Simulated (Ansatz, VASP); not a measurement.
# ZrF in VASP and in Ansatz

INCAR

```
SYSTEM = ZrF
PREC = Accurate
ENCUT = 600
EDIFF = 1E-6
ISMEAR = 0
SIGMA = 0.1
LREAL = .FALSE.
LASPH = .TRUE.
NELM = 60
ALGO = Normal
ISIF = 3
LWAVE = .FALSE.
LCHARG = .FALSE.
GGA = PE
IBRION = 2
NSW = 90
EDIFFG = -0.04
```

File KPOINTS:

```
regular mesh
0
G
  6 6 6
  0 0 0
```

Contents of POSCAR:

```
ZrF
1.0
    3.2931397900      0.0000000000      0.0000000000
    0.0000000000      3.2931397900      0.0000000000
    0.0000000000      0.0000000000      3.2931397900
Zr F
1 1
Direct
    0.0000000000      0.0000000000      0.0000000000
    0.5000000000      0.5000000000      0.5000000000
```

Input for Ansatz:

```yaml
crystal:
  lattice:
    - [3.29313979, 0.0, 0.0]
    - [0.0, 3.29313979, 0.0]
    - [0.0, 0.0, 3.29313979]
  atoms:
    - { symbol: Zr, position: [0.0, 0.0, 0.0] }
    - { symbol: F, position: [0.5, 0.5, 0.5] }
basis:
  ecutwfc: 420
kpoints:
  mp_grid: { grid: [6, 6, 6] }
hamiltonian:
  xc: pbe
scf:
  occupations: { method: gaussian, width: 0.1 }
  lower_state_search: "off"
output:
  forces: true
  stress: true
  eigenvalues: true
relax:
  adjacent_minimum: "off"
  f_tol: 0.04
  max_steps: 70
  cell: { stress_tol: 0.4 }
```

Change from the starting cell: species swapped into the YbZn type (Pm-3m, No. 221).

Alike in both runs: task relaxation of cell and atoms; functional PBE; k mesh 6 × 6 × 6; occupations gaussian, width 0.1 eV; no spin polarisation.

|  | VASP | Ansatz |
| --- | --- | --- |
| version | VASP 6.6.1 | Ansatz 0.2.0 |
| potentials or method | VASP PAW PBE potentials, release 64 (Zr_sv, F), cutoff 600 eV | scalar-relativistic, plane waves, PAW |
| valence electrons in the cell | 19 | 19 |

```csv
,VASP,Ansatz,Ansatz less VASP
"gap on the k mesh at the Fermi level, each at its own relaxed structure (eV)",none,none,-
relaxed volume (Å³/atom),15.05,15.12,+0.071
relaxed length of the cell vector where the two differ most in proportion (Å),3.110,3.115,+0.0049
```

A gap of «none» marks a metal or a gap that the smearing closes.

Noted on VASP's run: the volume moved by over 15 % at a fixed basis, so the end points are rough.
